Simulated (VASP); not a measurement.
# Al2O3 in VASP: notebook

The runs below take Al2O3 through single point, with PBE.

All numbers are computed with VASP 6.6.1; they aren't measurements. Logs are shortened: lines on timing, memory, paths and dates and some standing lists are left out, and cuts for length are marked.

**1. The cell of the first run**

The cell holds an amorphous packing of atoms, 25 atoms: a = 6.571 Å, b = 6.600 Å, c = 6.295 Å, α = 90.12°, β = 90.25°, γ = 89.62°.

**2. Single point, PBE**

The input, INCAR:

```
PREC = Accurate
ENCUT = 520
EDIFF = 1E-6
ISMEAR = -1
SIGMA = 0.1034
LREAL = Auto
LASPH = T
NELM = 100
ALGO = Normal
ISIF = 2
LWAVE = F
LCHARG = F
GGA = PE
ISYM = 0
NBANDS = 78
```

The input, KPOINTS:

```
regular mesh
0
Gamma
  1 1 1
```

The input, POSCAR:

```
Al2O3
1.0
    6.5712240000      0.0218150000     -0.0138680000
    0.0218150000      6.5996800000     -0.0068760000
   -0.0138680000     -0.0068760000      6.2950720000
Al O
10 15
Direct
    0.3172618316      0.1719767672      0.6624051797
    0.6726950533      0.1187481977      0.5299517539
    0.9508993528      0.9233763788      0.7510891390
    1.0170594909      0.5372693820      0.5256177920
    0.5861229343      0.3884318180      0.2654119302
    0.1526646642      0.8532819702      0.2360867867
    0.8534374084      0.6165873805      0.9651163839
    0.3346514085      0.5952200292      0.9552273078
    0.5565011628     -0.0023414290      0.0339428141
    0.1122287977      0.2430658351      0.1641945810
    0.6200583792      0.1171610231      0.2646647360
    0.2548064480      0.0988915087      0.3597897901
    0.8088240437      0.8742532149      0.0077012839
    0.5118766513      0.0125852274      0.7548084027
    0.5220029532      0.3451598331      0.5095901137
    0.1281268641      0.7703768497      0.4874600282
    0.0882043865      0.6547795465      1.0645224523
    0.9128115046      0.4128384213      0.3105665109
    0.1900918368      0.4467717188      0.7146932070
    0.3239356677      0.4012976315      0.1286516917
    0.1330848658      0.1014703519     -0.0530689195
    0.4106115947      0.8204755431      0.1068243463
    0.6456653194      0.4676597030      0.9938303668
    0.9162796347      0.1757403152      0.6252885362
    0.8416640248      0.6577942199      0.6905552772
```

Potentials or basis: VASP PAW PBE potentials, release 64 (Al, O).

Launch:

```
$ cat potpaw_PBE.64/Al/POTCAR potpaw_PBE.64/O/POTCAR > POTCAR
$ mpirun -np 1 vasp_gam > vasp.out
```

OUTCAR:

```text
PREC = Accurate
   ENCUT = 520
   EDIFF = 1E-6
   ISMEAR = -1
   LREAL = Auto
   LASPH = T
   NELM = 100
   ISIF = 2
   GGA = PE
   ISYM = 0

 ion  position               nearest neighbor table
   1  0.317  0.172  0.662-  14 1.75  12 2.01  19 2.02  15 2.02  21 2.22   2 2.51  24 2.64   3 2.98
                             9 3.04   4 3.22   8 3.35
   2  0.673  0.119  0.530-  11 1.70  24 1.75  15 1.79  14 1.91   5 2.50   1 2.51   3 2.63   9 3.31

   3  0.951  0.923  0.751-  24 1.86  13 1.90  25 1.93  21 2.08  16 2.26   7 2.52   2 2.63   4 2.94
                             1 2.98   9 3.19   6 3.36
   4  0.017  0.537  0.526-  18 1.72  16 1.72  25 1.74  19 1.75  24 2.56   6 2.92   3 2.94   7 3.02
                            10 3.05   1 3.22
   5  0.586  0.388  0.265-  15 1.62  11 1.80  23 1.83  20 1.92  18 2.17   2 2.50   8 2.89   9 2.97
                             7 3.00  10 3.32
   6  0.153  0.853  0.236-  16 1.68  17 1.75  22 1.89  12 1.92  21 2.45  10 2.62   8 2.73   4 2.92
                             7 3.04   9 3.10   3 3.36
   7  0.853  0.617  0.965-  17 1.68  23 1.70  13 1.74  25 1.75   3 2.52  18 2.59   5 3.00   4 3.02
                             6 3.04   8 3.17   9 3.20  10 3.24
   8  0.335  0.595  0.955-  20 1.69  17 1.80  22 1.84  19 2.04  23 2.22   6 2.73   5 2.89  10 3.06
                             9 3.08   7 3.17   1 3.35
   9  0.557  0.998  0.034-  22 1.59  11 1.70  14 1.78  13 1.85   5 2.97   1 3.04   8 3.08   6 3.10
                             3 3.19   7 3.20   2 3.31
  10  0.112  0.243  0.164-  21 1.66  20 1.76  12 1.81  18 1.95   6 2.62   4 3.05   8 3.06   7 3.24
                             5 3.32
  11  0.620  0.117  0.265-   9 1.70   2 1.70   5 1.80
  12  0.255  0.099  0.360-  10 1.81   6 1.92   1 2.01
  13  0.809  0.874  0.008-   7 1.74   9 1.85   3 1.90
  14  0.512  0.013  0.755-   1 1.75   9 1.78   2 1.91
  15  0.522  0.345  0.510-   5 1.62   2 1.79   1 2.02
  16  0.128  0.770  0.487-   6 1.68   4 1.72   3 2.26
  17  0.088  0.655  0.065-   7 1.68   6 1.75   8 1.80
  18  0.913  0.413  0.311-   4 1.72  10 1.95   5 2.17   7 2.59
  19  0.190  0.447  0.715-   4 1.75   1 2.02   8 2.04
  20  0.324  0.401  0.129-   8 1.69  10 1.76   5 1.92
  21  0.133  0.101  0.947-  10 1.66   3 2.08   1 2.22   6 2.45
  22  0.411  0.820  0.107-   9 1.59   8 1.84   6 1.89
  23  0.646  0.468  0.994-   7 1.70   5 1.83   8 2.22
  24  0.916  0.176  0.625-   2 1.75   3 1.86   4 2.56   1 2.64
  25  0.842  0.658  0.691-   4 1.74   7 1.75   3 1.93

IMPORTANT INFORMATION: All symmetrisations will be switched off!
NOSYMM: (Re-)initialisation of all symmetry stuff for point group C_1.

----------------------------------------------------------------------------------------

                                     Primitive cell

  volume of cell :     273.0000

  direct lattice vectors                    reciprocal lattice vectors
     6.571224000  0.021815000 -0.013868000     0.152181026 -0.000502680  0.000334705
     0.021815000  6.599680000 -0.006876000    -0.000502680  0.151524331  0.000164400
    -0.013868000 -0.006876000  6.295072000     0.000334705  0.000164400  0.158855335

  length of vectors
     6.571274844  6.599719636  6.295091031     0.152182224  0.151525254  0.158855773

  position of ions in fractional coordinates (direct lattice)
     0.317261832  0.171976767  0.662405180
     0.672695053  0.118748198  0.529951754
     0.950899353  0.923376379  0.751089139
     0.017059491  0.537269382  0.525617792
     0.586122934  0.388431818  0.265411930
     0.152664664  0.853281970  0.236086787
[... 17 lines left out ...]
     0.916279635  0.175740315  0.625288536
     0.841664025  0.657794220  0.690555277

  ion indices of the primitive-cell ions
   primitive index   ion index
                 1           1
                 2           2
                 3           3
                 4           4
                 5           5
                 6           6
[... 17 lines left out ...]
                24          24
                25          25

----------------------------------------------------------------------------------------

 KPOINTS: regular mesh

Automatic generation of k-mesh.
 Grid dimensions read from file:
 generate k-points for:    1    1    1

 Generating k-lattice:

  Cartesian coordinates                     Fractional coordinates (reciprocal lattice)
     0.152181026 -0.000502680  0.000334705     1.000000000  0.000000000  0.000000000
    -0.000502680  0.151524331  0.000164400    -0.000000000  1.000000000  0.000000000
     0.000334705  0.000164400  0.158855335     0.000000000  0.000000000  1.000000000

  Length of vectors
     0.152182224  0.151525254  0.158855773

  Shift w.r.t. Gamma in fractional coordinates (k-lattice)
     0.000000000  0.000000000  0.000000000

 Subroutine IBZKPT returns following result:
 ===========================================

 Found      1 irreducible k-points:

 Following reciprocal coordinates:
            Coordinates               Weight
  0.000000  0.000000  0.000000      1.000000
   k-points           NKPTS =      1   k-points in BZ     NKDIM =      1   number of bands    NBANDS=     78
   number of dos      NEDOS =    301   number of ions     NIONS =     25
   total plane-waves  NPLWV = 120000
   dimension x,y,z NGX =    50 NGY =   50 NGZ =   48
   dimension x,y,z NGXF=   100 NGYF=  100 NGZF=   96
   ions per type =              10  15
   NGX,Y,Z   is equivalent  to a cutoff of  12.65, 12.59, 12.68 a.u.
   NGXF,Y,Z  is equivalent  to a cutoff of  25.30, 25.19, 25.35 a.u.
 SYSTEM =  unknown system
   PREC   = accura    normal or accurate (medium, high low for compatibility)
   ISTART =      0    job   : 0-new  1-cont  2-samecut
   ICHARG =      2    charge: 1-file 2-atom 10-const
   ISPIN  =      1    spin polarized calculation?
   LNONCOLLINEAR =      F non collinear calculations
   LSORBIT =      F    spin-orbit coupling
   LASPH  =      T    aspherical Exc in radial PAW
   ENCUT  =  520.0 eV  38.22 Ry    6.18 a.u.  12.22 12.27 11.70*2*pi/ulx,y,z
   NELM   =    100;   NELMIN=  2; NELMDL= -5     # of ELM steps
   EDIFF  = 0.1E-05   stopping-criterion for ELM
   LREAL  =      T    real-space projection
   EDIFFG = 0.1E-04   stopping-criterion for IOM
   NSW    =      0    number of steps for IOM
   IBRION =     -1    ionic relax: 0-MD 1-quasi-New 2-CG
   NFREE  =      0    steps in history (QN), initial steepest desc. (CG)
   ISIF   =      2    stress and relaxation
   ISYM   =      0    0-nonsym 1-usesym 2-fastsym
   POTIM  = 0.5000    time-step for ionic-motion
   TEBEG  =    0.0;   TEEND  =   0.0 temperature during run
   PSTRESS=    0.0 pullay stress
   NELECT =     120.0000    total number of electrons
   NUPDOWN=      -1.0000    fix difference up-down
   EMIN   =  10.00;   EMAX   =-10.00  energy-range for DOS
   EFERMI =   0.00;   METHOD = LEGACY
   ISMEAR =    -1;   SIGMA  =   0.10  broadening in eV -4-tet -1-fermi 0-gaus
   EFERMI_NEDOS =   21; number of points for ismear=-14 and -15
   IALGO  =     38    algorithm
   IMIX   =      4    mixing-type and parameters
     AMIX     =   0.40;   BMIX     =  1.00
     AMIX_MAG =   1.60;   BMIX_MAG =  1.00
  volume/ion in A,a.u.               =      10.92        73.69
  Fermi-wavevector in a.u.,A,eV,Ry     =   1.244747  2.352231 21.080797  1.549395
  Thomas-Fermi vector in A             =   2.379000
   LORBIT       =      0    0 simple, 1 ext, 2 COOP (PROOUT), +10 PAW based schemes
   GGA     = PE    functional components
   LHFCALC =     F    Hartree Fock is set to
   AEXX    =    0.0000 exact exchange contribution
   IVDW    =     0    specifies the selected vdW correction
   LEPSILON=     F    determine dielectric tensor
   LRPA    =     F    only Hartree local field effects (RPA)
 non-spin polarized calculation
  energy-cutoff  :      520.00
  volume of cell :      273.00
 maximum number of plane-waves:      3674
 NGX is ok and might be reduce to    50
   NGX = 25   NGY = 25   NGZ = 23

 number of electron     119.9999999 magnetization

 Free energy of the ion-electron system (eV)
  ---------------------------------------------------
  ext. energy  EPLUGINS =         0.00000000
  ---------------------------------------------------
  free energy    TOTEN  =      -170.26628179 eV

  energy without entropy =     -170.26613936  energy(sigma->0) =     -170.26621058

 E-fermi :   5.3218     XC(G=0): -10.1134

 val. band max:        4.2017662595   @ k =   0.0000   0.0000   0.0000
 cond. band min:       6.4017930215   @ k =   0.0000   0.0000   0.0000
 fundamental gap:      2.2000267620
 Fermi energy:         5.3217557589

 k-point     1 :       0.0000    0.0000    0.0000
  band No.  band energies     occupation
      1     -15.2433      2.00000
      2     -14.7109      2.00000
      3     -14.2415      2.00000
      4     -13.8812      2.00000
      5     -13.5497      2.00000
      6     -13.5237      2.00000
[... 64 lines left out ...]
     71      12.0278      0.00000
     72      12.5525      0.00000
 [bands above 72 left out]

------------------------ aborting loop because EDIFF is reached ----------------------------------------

  FORCE on cell =-STRESS in cart. coord.  units (eV):
  Direction    XX          YY          ZZ          XY          YZ          ZX
  --------------------------------------------------------------------------------------
  -------------------------------------------------------------------------------------
  Total       24.1005547     27.8805444     13.9789513      1.1096316    -13.9851855     -8.2689957
  in kB      141.4409100    163.6248465     82.0394226      6.5121861    -82.0760095    -48.5289359
  external PRESSURE =     129.0350597 kB  Pullay stress =       0.0000000 kB

 VOLUME and BASIS-vectors are now :
 -----------------------------------------------------------------------------
  energy-cutoff  :      520.00
  volume of cell :      273.00
      direct lattice vectors                 reciprocal lattice vectors
     6.571224000  0.021815000 -0.013868000     0.152181026 -0.000502680  0.000334705
     0.021815000  6.599680000 -0.006876000    -0.000502680  0.151524331  0.000164400
    -0.013868000 -0.006876000  6.295072000     0.000334705  0.000164400  0.158855335

 POSITION                                       TOTAL-FORCE (eV/Angst)
 -----------------------------------------------------------------------------------
      2.07936      1.13736      4.16431        -3.281141      3.954277     -1.752033
      4.41567      0.79473      3.32594         0.462097      1.618761      0.889615
      6.25830      6.10957      4.70862         0.781944      0.812132      0.628867
      0.11653      3.54256      3.30487         0.069051     -0.841681      1.162002
      3.85634      2.57449      1.65999         0.063483      0.306900     -4.612115
      1.01853      5.63309      1.47820         2.667587      1.703617     -0.462552
[... 17 lines left out ...]
      6.01624      1.17552      3.92232        -1.121291     -3.807168      0.409917
      5.53554      4.35484      4.33090        -0.354550      1.732531     -0.046359
 -----------------------------------------------------------------------------------
    total drift:                               -0.007229     -0.013212     -0.010393

  FREE ENERGIE OF THE ION-ELECTRON SYSTEM (eV)
  ---------------------------------------------------
  free  energy   TOTEN  =      -170.2662817930 eV

  energy  without entropy=     -170.2661393624  energy(sigma->0) =     -170.26621058
```

Run time: 34 s. Hardware: 1 thread of Intel Xeon Platinum 8488C (Sapphire Rapids), shared host; peak memory 0.3 GiB.

What came out:

```
Free energy            : -170.2663 eV
Pressure               : 12.9 GPa
Largest force          : 5.890 eV/Å
Band gap on the k mesh : 2.20 eV
```

Forces on the atoms (eV/Å):
```
Al  -3.281  3.954 -1.752
Al   0.462  1.619  0.890
Al   0.782  0.812  0.629
Al   0.069 -0.842  1.162
Al   0.063  0.307 -4.612
Al   2.668  1.704 -0.463
Al  -1.849 -0.935 -0.262
Al   0.395 -1.221 -1.259
Al   4.078  1.433 -1.086
Al   0.763  3.150  3.174
O    1.913 -0.826 -1.855
O   -2.400 -0.345  0.896
O   -0.787  2.240 -0.251
O    0.417  0.815 -1.483
O   -1.049  0.021  5.796
O   -0.333  0.969  1.150
O    0.680  0.826 -1.050
O   -0.325 -1.118 -1.970
O    2.290 -1.139  1.385
O    1.158 -1.691  2.029
O    0.005 -3.213 -2.858
O   -3.433 -4.559  0.686
O   -0.811  0.112  0.740
O   -1.121 -3.807  0.410
O   -0.355  1.733 -0.046
```

Levels at points of the mesh, in eV from the valence-band top:
```csv
k point,band 56,band 57,band 58,band 59,band 60,band 61,band 62,band 63,band 64,band 65
"(0.00, 0.00, 0.00)",-0.62,-0.48,-0.30,-0.09,0.00,2.20,4.51,4.83,5.26,5.71
```

Caveat: the k points lie up to 1.00 Å⁻¹ apart.

**3. Single point, PBE**

The input, INCAR:

```
  ALGO = Normal
  EDIFF = 1E-6
  ENCUT = 520
  GGA = PE
  ISIF = 2
  ISMEAR = -1
  ISYM = 0
  LASPH = T
  LCHARG = F
  LREAL = Auto
  LWAVE = F
  NBANDS = 78
  NELM = 60
  PREC = Accurate
  SIGMA = 0.1034
```

The input, KPOINTS:

```
k-points
0
Gamma
  1 1 1
```

The input, POSCAR:

```
Al2O3
1.0
    6.5712240000      0.0218150000     -0.0138680000
    0.0218150000      6.5996800000     -0.0068760000
   -0.0138680000     -0.0068760000      6.2950720000
Al O
10 15
Direct
    0.3494437508      0.2567985690      0.5882046834
    0.6734509205      0.0992878513      0.5263784307
    0.9795170878      0.9083973455      0.8100579442
    0.9778118937      0.5691820042      0.5308399953
    0.5842366077      0.3742036339      0.2340547046
    0.1735435844      0.8953040283      0.2063617085
    0.8279981030      0.6116457491      0.9402263157
    0.3463856554      0.5730387575      0.9388932947
    0.5682666732     -0.0242847481      0.0128230051
    0.1000349213      0.2821116828      0.2065288664
    0.6530417517      0.1123712671      0.2499286820
    0.2380755809      0.1070173046      0.3998812854
    0.7960915890      0.8585829797      0.0243830118
    0.4783706784      0.0408297705      0.7364857447
    0.5768112694      0.3677386287      0.5211476198
    0.1173522016      0.7333489979      0.3888528913
    0.1012066095      0.6969589744      0.9345587824
    0.8738735219      0.4385152389      0.2867659192
    0.1601739085      0.4192700697      0.6727003588
    0.3043738312      0.4302857374      0.2079829589
    0.1087869233      0.0850270815     -0.0028045266
    0.4166767165      0.7880599816      0.0996948364
    0.6105790065      0.4415203282      0.9557389341
    0.9084086374      0.1124528335      0.6336024491
    0.8021483030      0.7034850768      0.6827017000
```

Potentials or basis: VASP PAW PBE potentials, release 64 (Al, O).

Launch:

```
$ cat potpaw_PBE.64/Al/POTCAR potpaw_PBE.64/O/POTCAR > POTCAR
$ mpirun -np 1 vasp_gam > vasp.out
```

It took 31 s on 1 thread of Intel Xeon Platinum 8488C (Sapphire Rapids), shared host; peak memory 0.3 GiB.

The run converged. Its results:

- Free energy: -173.1290 eV
- Pressure: 10.7 GPa
- Largest force: 4.133 eV/Å
- Band gap on the k mesh: 2.07 eV

Forces in eV/Å, atoms in the order of the input:
```
Al  -2.174 -0.721  1.520
Al   1.140  0.029  1.286
Al  -0.643  3.876 -1.280
Al   0.301 -0.508 -2.065
Al   0.404  0.484  1.036
Al   1.504  0.615 -0.720
Al  -0.763 -1.748  1.535
Al  -0.819 -0.673  1.359
Al   0.050  1.559 -0.607
Al  -1.253 -2.043  0.570
O   -1.442 -0.293 -1.680
O   -1.145 -0.355 -2.663
O    0.765 -0.315  0.150
O    0.703  0.711  0.324
O   -0.367 -0.141  0.061
O   -1.062 -0.642  2.261
O    0.258 -1.230  0.074
O    0.905 -0.399 -1.635
O    1.135  0.866  1.659
O    2.646  1.122 -2.943
O    0.314  0.658  2.167
O   -0.628  0.205  0.024
O   -0.377  1.090  0.247
O   -0.005 -1.619  0.688
O    0.555 -0.529 -1.367
```

Stress tensor (GPa, compression positive):
```
11.36  3.52 -8.61
 3.52 16.83  1.67
-8.61  1.67  4.00
```

Levels at points of the mesh, in eV from the valence-band top:
| k point | band 56 | band 57 | band 58 | band 59 | band 60 | band 61 | band 62 | band 63 | band 64 | band 65 |
| --- | --- | --- | --- | --- | --- | --- | --- | --- | --- | --- |
| (0.00, 0.00, 0.00) | -1.11 | -0.82 | -0.53 | -0.31 | 0.00 | 2.07 | 4.44 | 4.53 | 5.61 | 5.99 |

Caveat: the k points lie up to 1.00 Å⁻¹ apart.

**4. Single point, PBE**

The input, INCAR:

```
SYSTEM = Al2O3
  PREC = Accurate
  ENCUT = 520
  EDIFF = 1E-6
  ISMEAR = -1
  SIGMA = 0.05
  LREAL = Auto
  LASPH = .TRUE.
  NELM = 100
  ALGO = Normal
  ISIF = 2
  LWAVE = .FALSE.
  LCHARG = .FALSE.
  GGA = PE
  NBANDS = 78
  ISYM = 0
```

The input, KPOINTS:

```
regular mesh
0
G
  1 1 1
  0 0 0
```

The input, POSCAR:

```
Al2O3
1.0
    6.5712240000      0.0218150000     -0.0138680000
    0.0218150000      6.5996800000     -0.0068760000
   -0.0138680000     -0.0068760000      6.2950720000
Al O
10 15
Direct
    0.3139368947      0.2386733453      0.6107092651
    0.6834308135      0.1333433133      0.5203957456
    0.9831668757      0.9108043231      0.7952095304
    1.0123144405      0.5612637906      0.5069884866
    0.5845635147      0.3969023859      0.2434542175
    0.2015397605      0.9006198410      0.2090375798
    0.8336490380      0.6120392551      0.9364870532
    0.3460150059      0.5903169983      0.9454050018
    0.5787174888      1.0080023634     -0.0059977585
    0.1118755299      0.2800363826      0.1810759305
    0.6497392845      0.1356796790      0.2170632072
    0.2404592328      0.1303541131      0.3711534997
    0.8074518717      0.8636103278      0.0089253828
    0.4866182827      0.0655900259      0.7160790884
    0.5572296239      0.3808775409      0.5242660567
    0.1475882200      0.7744713643      0.4372906328
    0.1011288686      0.6964012407      0.9526566035
    0.8969355458      0.4417205593      0.2546523650
    0.1997776382      0.4547504929      0.7002446327
    0.3109786559      0.4443273639      0.1687632559
    0.1314466904      0.0865050390      0.9877959635
    0.4275285726      0.8210103415      0.0881423173
    0.6055403019      0.4773752288      0.9800191427
    0.9258096592      0.1217516305      0.6291941208
    0.8267244253      0.6683774205      0.6626073185
```

Launch:

```
$ cat potpaw_PBE.64/Al/POTCAR potpaw_PBE.64/O/POTCAR > POTCAR
$ mpirun -np 1 vasp_gam > vasp.out
```

Run time: 29 s. Hardware: 1 thread of Intel Xeon Platinum 8488C (Sapphire Rapids), shared host; peak memory 0.3 GiB.

Results (log left out):

```yaml
Free_energy: -175.0744 eV
Pressure: 11.2 GPa
Largest_force: 2.781 eV/Å
Band_gap_on_the_k_mesh: 2.81 eV
```

Forces in eV/Å, atoms in the order of the input:
```
Al   0.463  0.430 -0.567
Al   0.320  0.463 -0.224
Al   0.842  0.993 -0.266
Al   0.715  0.818 -0.525
Al  -0.605  0.310  0.538
Al  -0.498 -0.369 -0.153
Al  -0.278 -1.163  0.692
Al   0.227 -0.052 -1.017
Al   0.646 -0.958 -1.283
Al  -0.339 -0.150 -0.518
O   -0.022  0.927  2.466
O   -0.466  0.157 -0.166
O   -1.767  1.615 -0.606
O    1.476 -1.468  1.843
O    0.089 -0.881 -0.988
O   -0.687 -0.750  0.383
O   -0.152  0.680  0.345
O    0.772  0.122  0.563
O   -0.275 -0.296 -0.014
O    0.174 -0.366  0.993
O   -0.340 -0.043  0.330
O   -0.399 -0.834 -0.285
O    1.132  0.717 -1.804
O   -0.999 -0.609 -0.069
O   -0.028  0.707  0.334
```

Stress tensor (GPa, compression positive):
```
12.05 -0.92 -9.49
-0.92 19.19 -2.23
-9.49 -2.23  2.28
```

Levels at points of the mesh, in eV from the valence-band top:
| k point | band 58 | band 59 | band 60 | band 61 | band 62 | band 63 |
| --- | --- | --- | --- | --- | --- | --- |
| (0.00, 0.00, 0.00) | -0.54 | -0.33 | 0.00 | 2.81 | 5.20 | 5.84 |

Caveat: the k points lie up to 1.00 Å⁻¹ apart.

(Continued in part 2 of 2.)
